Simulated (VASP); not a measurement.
Set up this calculation in VASP 6.6.1, as the native input.

```yaml
Task: single point
Functional: PBE
Potentials_or_basis: VASP PAW PBE potentials, release 64 (Mg, O)
Cutoff: 520 eV
k_mesh: 9 × 9 × 8
Occupations: gaussian, width 0.05 eV
Spin: no spin polarisation
Dipole_correction: no
Further_INCAR_settings: ALGO = Normal; EDIFF = 1e-06; NBANDS = 11
```

The structure of MgO lies in POSCAR:

```
MgO
1.0
    2.8498802763      0.0000000000      0.0000000000
   -1.4249401382      2.4680687170      0.0000000000
    0.0000000000      0.0000000000      2.6796800000
Mg O
1 1
Direct
    0.0000000000      0.0000000000      0.0000000000
    0.3333333333      0.6666666667      0.5000000000
```

This cell differs from its parent crystal: strain -0.030 along x and y, +0.000 along z.

The input as run:

INCAR

```
SYSTEM = MgO
PREC     = Accurate       ! precision mode
ENCUT    = 520            ! plane-wave cutoff, eV
EDIFF    = 1E-6           ! SCF threshold, eV
ISMEAR   = 0              ! smearing method
SIGMA    = 0.05           ! smearing width, eV
LREAL    = .False.        ! projectors in reciprocal space
LASPH    = .True.         ! aspherical terms in the spheres
NELM     = 100            ! most SCF steps
ALGO     = Normal         ! electronic algorithm
ISIF     = 2              ! what is computed and relaxed
LWAVE    = .False.        ! write WAVECAR
LCHARG   = .False.        ! write CHGCAR
GGA      = PE             ! functional
NBANDS   = 11             ! bands
```

KPOINTS

```
Automatic mesh
0
Gamma
  9 9 8
  0 0 0
```

Potentials or basis: VASP PAW PBE potentials, release 64 (Mg, O).

Command:

```sh
$ cat potpaw_PBE.64/Mg/POTCAR potpaw_PBE.64/O/POTCAR > POTCAR
$ mpirun -np 1 vasp_std > vasp.out
```

It gave:

The pressure is 8.2 GPa and the band gap on the k mesh is 3.38 eV, indirect (least direct gap 3.86 eV).

Caveat: the cell differs from its parent crystal (strain -0.030 along x and y, +0.000 along z).

Run time: 25 s on 1 thread of AMD EPYC 7R13, on a shared host, peak memory 0.11 GiB.
